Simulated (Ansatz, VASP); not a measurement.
# InSb: VASP beside Ansatz

INCAR

```
SYSTEM = InSb
ALGO = Normal
EDIFF = 1E-6
ENCUT = 520
GGA = PE
ISIF = 2
ISMEAR = 0
LASPH = .TRUE.
LCHARG = .FALSE.
LREAL = .FALSE.
LWAVE = .FALSE.
NBANDS = 26
NELM = 60
PREC = Accurate
SIGMA = 0.1
```

File KPOINTS:

```
k-points
0
G
  4 4 2
  0 0 0
```

File POSCAR:

```
InSb
1.0
    3.0633140000     -3.0813730000      0.0000000000
    3.0633140000      3.0813730000      0.0000000000
    0.0000000000      0.0000000000      6.1268940000
In Sb
2 2
Direct
    0.2794110000      0.7205890000      0.2500000000
    0.7205890000      0.2794110000      0.7500000000
    0.7772050000      0.2227950000      0.2500000000
    0.2227950000      0.7772050000      0.7500000000
```

Input for Ansatz:

```yaml
crystal:
  lattice:
    - [3.063314, -3.081373, 0.0]
    - [3.063314, 3.081373, 0.0]
    - [0.0, 0.0, 6.126894]
  atoms:
    - { symbol: In, position: [0.279411, 0.720589, 0.25] }
    - { symbol: In, position: [0.720589, 0.279411, 0.75] }
    - { symbol: Sb, position: [0.777205, 0.222795, 0.25] }
    - { symbol: Sb, position: [0.222795, 0.777205, 0.75] }
basis:
  ecutwfc: 420
kpoints:
  mp_grid: { grid: [4, 4, 2] }
hamiltonian:
  xc: pbe
scf:
  occupations: { method: gaussian, width: 0.1 }
output:
  forces: true
  stress: true
  eigenvalues: true
```

Alike in both runs: task single point; functional PBE; k mesh 4 × 4 × 2; occupations gaussian, width 0.1 eV; no spin polarisation.

|  | VASP | Ansatz |
| --- | --- | --- |
| version | VASP 6.6.1 | Ansatz 0.2.0 |
| potentials or method | VASP PAW PBE potentials, release 64 (In_d, Sb), cutoff 520 eV | scalar-relativistic, plane waves, PAW |
| valence electrons in the cell | 36 | 56 |

|  | VASP | Ansatz | Ansatz less VASP |
| --- | --- | --- | --- |
| gap on the k mesh at the Fermi level (eV) | none | none | - |
| pressure (GPa) | 0.9 | 1.0 | +0.02 |
| traceless stress, the component that is largest in VASP (GPa) | -3.75 | -3.74 | +0.003 |
| rms of the force components (eV/Å) | 0.034 | 0.033 | -0.0013 |

Atom by atom the forces differ by 0.001 eV/Å (rms over components). A gap of «none» marks a metal or a gap that the smearing closes. VASP's potentials hold 36 valence electrons a cell and Ansatz's 56, so a difference there can come from the potentials and not from the codes.

The k mesh is coarse, so the values compare programs but aren't converged. Neither program's run includes spin-orbit coupling.
